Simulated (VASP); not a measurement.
# AlN (R3m) in VASP: further runs, part 2 of 2

VASP 6.6.1. The steps go on from the part before.

### 3 Single point, PBE

This run uses another cell than the first one, of the same volume but with other edges.

INCAR reads:

```
SYSTEM = AlN
PREC = Accurate ; ENCUT = 520
EDIFF = 1E-7 ; ISMEAR = 0
SIGMA = 0.05 ; LREAL = .FALSE.
LASPH = .TRUE. ; NELM = 80
ALGO = Normal ; ISIF = 2
LWAVE = .FALSE. ; LCHARG = .FALSE.
GGA = PE ; ISYM = 0
NBANDS = 36
```

KPOINTS reads:

```
Automatic mesh
0
G
  8 8 2
  0 0 0
```

POSCAR reads:

```
AlN
1.0
    2.2015871003     -2.2015871003      0.0000000000
    2.2015871003      0.0000000000     -2.2015871003
   11.7417978683      7.3386236677      7.3386236677
Al N
6 6
Direct
    0.7361333333     -0.2638666667      0.3958000000
    0.1805777778      0.1805777778      0.2291333333
    0.2916888889      0.2916888889      0.5624666667
    0.4028000000      0.4028000000      0.8958000000
   -0.1527555556     -0.1527555556      0.7291333333
    0.6250222222      0.6250222222      0.0624666667
    0.3750222222      0.3750222222      0.4374666667
    0.8194666667     -0.1805333333      0.2708000000
   -0.0694222222     -0.0694222222      0.6041333333
    0.0416888889      0.0416888889      0.9374666667
   -0.5138666667     -0.5138666667      0.7708000000
    0.2639111111      0.2639111111      0.1041333333
```

Potentials or basis: VASP PAW PBE potentials, release 64 (Al, N).

The run is started by

```
$ cat potpaw_PBE.64/Al/POTCAR potpaw_PBE.64/N/POTCAR > POTCAR
$ mpirun -np 1 vasp_std > vasp.out
```

OUTCAR:

```text
SYSTEM = AlN
   PREC = Accurate
   ENCUT = 520
   EDIFF = 1E-7
   ISMEAR = 0
   LREAL = .FALSE.
   LASPH = .TRUE.
   NELM = 80
   ISIF = 2
   GGA = PE
   ISYM = 0

 ion  position               nearest neighbor table
   1  0.736  0.736  0.396-   7 1.91   8 1.91   7 1.91   7 1.91   3 3.11   2 3.11   2 3.11   3 3.11
                             3 3.11   2 3.11
   2  0.181  0.181  0.229-   8 1.91  12 1.91   8 1.91   8 1.91   6 3.11   6 3.11   6 3.11   1 3.11
                             1 3.11   1 3.11
   3  0.292  0.292  0.562-   9 1.91   9 1.91   9 1.91   7 1.91   5 3.11   5 3.11   5 3.11   1 3.11
                             1 3.11   1 3.11
   4  0.403  0.403  0.896-  10 1.91  11 1.91  10 1.91  10 1.91   5 3.11   6 3.11   6 3.11   6 3.11
                             5 3.11   5 3.11
   5  0.847  0.847  0.729-  11 1.91   9 1.91  11 1.91  11 1.91   3 3.11   3 3.11   3 3.11   4 3.11
                             4 3.11   4 3.11
   6  0.625  0.625  0.062-  12 1.91  12 1.91  12 1.91   2 3.11   2 3.11   2 3.11   4 3.11   4 3.11
                             4 3.11
   7  0.375  0.375  0.437-   1 1.91   3 1.91   1 1.91   1 1.91
   8  0.819  0.819  0.271-   2 1.91   1 1.91   2 1.91   2 1.91
   9  0.931  0.931  0.604-   3 1.91   3 1.91   3 1.91   5 1.91
  10  0.042  0.042  0.937-   4 1.91   4 1.91   4 1.91
  11  0.486  0.486  0.771-   5 1.91   4 1.91   5 1.91   5 1.91
  12  0.264  0.264  0.104-   6 1.91   6 1.91   6 1.91   2 1.91

IMPORTANT INFORMATION: All symmetrisations will be switched off!
NOSYMM: (Re-)initialisation of all symmetry stuff for point group C_1.

----------------------------------------------------------------------------------------

                                     Primitive cell

  volume of cell :     128.0527

  direct lattice vectors                    reciprocal lattice vectors
     2.201587100 -2.201587100  0.000000000     0.126171605 -0.328046173  0.126171605
     2.201587100  0.000000000 -2.201587100     0.126171605  0.126171605 -0.328046173
    11.741797868  7.338623668  7.338623668     0.037851481  0.037851481  0.037851481

  length of vectors
     3.113514336  3.113514336 15.671011832     0.373433849  0.373433849  0.065560689

  position of ions in fractional coordinates (direct lattice)
     0.736133333  0.736133333  0.395800000
     0.180577778  0.180577778  0.229133333
     0.291688889  0.291688889  0.562466667
     0.402800000  0.402800000  0.895800000
     0.847244444  0.847244444  0.729133333
     0.625022222  0.625022222  0.062466667
     0.375022222  0.375022222  0.437466667
     0.819466667  0.819466667  0.270800000
     0.930577778  0.930577778  0.604133333
     0.041688889  0.041688889  0.937466667
     0.486133333  0.486133333  0.770800000
     0.263911111  0.263911111  0.104133333

  ion indices of the primitive-cell ions
   primitive index   ion index
                 1           1
                 2           2
                 3           3
                 4           4
                 5           5
                 6           6
                 7           7
                 8           8
                 9           9
                10          10
                11          11
                12          12

----------------------------------------------------------------------------------------

[... 53 lines left out ...]
  0.000000  0.125000  0.000000      2.000000
[... 16 lines left out ...]
  0.125000  0.375000  0.000000      2.000000
  0.250000  0.375000  0.000000      2.000000
 [... further k-points ...]
   k-points           NKPTS =     68   k-points in BZ     NKDIM =     68   number of bands    NBANDS=     36
   number of dos      NEDOS =    301   number of ions     NIONS =     12
   total plane-waves  NPLWV =  69120
   dimension x,y,z NGX =    24 NGY =   24 NGZ =  120
   dimension x,y,z NGXF=    48 NGYF=   48 NGZF=  240
   ions per type =               6   6
   NGX,Y,Z   is equivalent  to a cutoff of  12.81, 12.81, 12.73 a.u.
   NGXF,Y,Z  is equivalent  to a cutoff of  25.63, 25.63, 25.46 a.u.
 SYSTEM =  AlN
   PREC   = accura    normal or accurate (medium, high low for compatibility)
   ISTART =      0    job   : 0-new  1-cont  2-samecut
   ICHARG =      2    charge: 1-file 2-atom 10-const
   ISPIN  =      1    spin polarized calculation?
   LNONCOLLINEAR =      F non collinear calculations
   LSORBIT =      F    spin-orbit coupling
   LASPH  =      T    aspherical Exc in radial PAW
   ENCUT  =  520.0 eV  38.22 Ry    6.18 a.u.   5.79  5.79 29.14*2*pi/ulx,y,z
   NELM   =     80;   NELMIN=  2; NELMDL= -5     # of ELM steps
   EDIFF  = 0.1E-06   stopping-criterion for ELM
   LREAL  =      F    real-space projection
   EDIFFG = 0.1E-05   stopping-criterion for IOM
   NSW    =      0    number of steps for IOM
   IBRION =     -1    ionic relax: 0-MD 1-quasi-New 2-CG
   NFREE  =      0    steps in history (QN), initial steepest desc. (CG)
   ISIF   =      2    stress and relaxation
   ISYM   =      0    0-nonsym 1-usesym 2-fastsym
   POTIM  = 0.5000    time-step for ionic-motion
   TEBEG  =    0.0;   TEEND  =   0.0 temperature during run
   PSTRESS=    0.0 pullay stress
   NELECT =      48.0000    total number of electrons
   NUPDOWN=      -1.0000    fix difference up-down
   EMIN   =  10.00;   EMAX   =-10.00  energy-range for DOS
   EFERMI =   0.00;   METHOD = LEGACY
   ISMEAR =     0;   SIGMA  =   0.05  broadening in eV -4-tet -1-fermi 0-gaus
   EFERMI_NEDOS =   21; number of points for ismear=-14 and -15
   IALGO  =     38    algorithm
   IMIX   =      4    mixing-type and parameters
     AMIX     =   0.40;   BMIX     =  1.00
     AMIX_MAG =   1.60;   BMIX_MAG =  1.00
  volume/ion in A,a.u.               =      10.67        72.01
  Fermi-wavevector in a.u.,A,eV,Ry     =   1.180390  2.230614 18.957286  1.393321
  Thomas-Fermi vector in A             =   2.316684
   LORBIT       =      0    0 simple, 1 ext, 2 COOP (PROOUT), +10 PAW based schemes
   GGA     = PE    functional components
   LHFCALC =     F    Hartree Fock is set to
   AEXX    =    0.0000 exact exchange contribution
   IVDW    =     0    specifies the selected vdW correction
   LEPSILON=     F    determine dielectric tensor
   LRPA    =     F    only Hartree local field effects (RPA)
 non-spin polarized calculation
 Gauss-broadening in eV      SIGMA  =   0.05
  energy-cutoff  :      520.00
  volume of cell :      128.05
 maximum number of plane-waves:      3468
   NGX = 11   NGY = 11   NGZ = 59

 number of electron      48.0000005 magnetization

 Free energy of the ion-electron system (eV)
  ---------------------------------------------------
  ext. energy  EPLUGINS =         0.00000000
  ---------------------------------------------------
  free energy    TOTEN  =       -88.06423651 eV

  energy without entropy =      -88.06423651  energy(sigma->0) =      -88.06423651

 E-fermi :   6.2757     XC(G=0): -10.8606

 val. band max:        6.0277581510   @ k =   0.0000   0.0000   0.0000
 cond. band min:       9.3624479370   @ k =   0.0000   0.5000   0.5000
 fundamental gap:      3.3346897860
 Fermi energy:         6.2756599521

 k-point     1 :       0.0000    0.0000    0.0000
  band No.  band energies     occupation
      1      -9.0727      2.00000
      2      -8.6901      2.00000
      3      -8.6066      2.00000
      4      -7.7476      2.00000
      5      -7.6397      2.00000
      6      -7.0221      2.00000
[... 925 lines left out ...]
     35      15.8878      0.00000
     36      16.0680      0.00000

 [... further k-points ...]
[... 5 lines left out ...]
  --------------------------------------------------------------------------------------
  -------------------------------------------------------------------------------------
  Total       -1.9731484     -1.9729532     -1.9729530      0.5896388      0.5895928      0.5896399
  in kB      -24.6877473    -24.6853052    -24.6853033      7.3774752      7.3768997      7.3774887
  external PRESSURE =     -24.6861186 kB  Pullay stress =       0.0000000 kB

 VOLUME and BASIS-vectors are now :
 -----------------------------------------------------------------------------
  energy-cutoff  :      520.00
  volume of cell :      128.05
      direct lattice vectors                 reciprocal lattice vectors
     2.201587100 -2.201587100  0.000000000     0.126171605 -0.328046173  0.126171605
     2.201587100  0.000000000 -2.201587100     0.126171605  0.126171605 -0.328046173
    11.741797868  7.338623668  7.338623668     0.037851481  0.037851481  0.037851481

 POSITION                                       TOTAL-FORCE (eV/Angst)
 -----------------------------------------------------------------------------------
      7.88873      1.28397      1.28397         0.044812      0.044809      0.044809
      3.48555      1.28397      1.28397         0.055475      0.055473      0.055473
      7.88873      3.48555      3.48555         0.044230      0.044233      0.044233
     12.29190      5.68714      5.68714        -0.073509     -0.073512     -0.073512
     12.29190      3.48555      3.48555         0.049258      0.049255      0.049255
      3.48555     -0.91762     -0.91762        -0.360192     -0.360187     -0.360187
      6.78793      2.38476      2.38476        -0.043561     -0.043574     -0.043574
      6.78793      0.18317      0.18317        -0.044431     -0.044507     -0.044507
     11.19111      2.38476      2.38476        -0.044360     -0.044272     -0.044271
     11.19111      6.78793      6.78793         0.405891      0.405878      0.405878
     11.19111      4.58635      4.58635        -0.060707     -0.060780     -0.060780
      2.38476      0.18317      0.18317         0.027095      0.027183      0.027183
 -----------------------------------------------------------------------------------
    total drift:                               -0.000757     -0.000758     -0.000757

  FREE ENERGIE OF THE ION-ELECTRON SYSTEM (eV)
  ---------------------------------------------------
  free  energy   TOTEN  =       -88.0642365103 eV

  energy  without entropy=      -88.0642365103  energy(sigma->0) =      -88.06423651
```

It took 7.8 min on 1 thread of Oxide Virtual Turin-like, shared host; peak memory 0.35 GiB.

What came out:

```yaml
Free_energy: -88.0642 eV
Pressure: -2.5 GPa
Largest_force: 0.703 eV/Å
Band_gap_on_the_k_mesh: 3.33 eV, indirect (least direct gap 3.54 eV)
```

Forces on the atoms (eV/Å):
```
Al   0.045  0.045  0.045
Al   0.055  0.055  0.055
Al   0.044  0.044  0.044
Al  -0.074 -0.074 -0.074
Al   0.049  0.049  0.049
Al  -0.360 -0.360 -0.360
N   -0.044 -0.044 -0.044
N   -0.044 -0.045 -0.045
N   -0.044 -0.044 -0.044
N    0.406  0.406  0.406
N   -0.061 -0.061 -0.061
N    0.027  0.027  0.027
```

Stress tensor (GPa, compression positive):
```
-2.47  0.74  0.74
 0.74 -2.47  0.74
 0.74  0.74 -2.47
```

A k mesh can miss the band edges. Expect the measured gap to be larger: semilocal functionals such as PBE lack the derivative discontinuity.
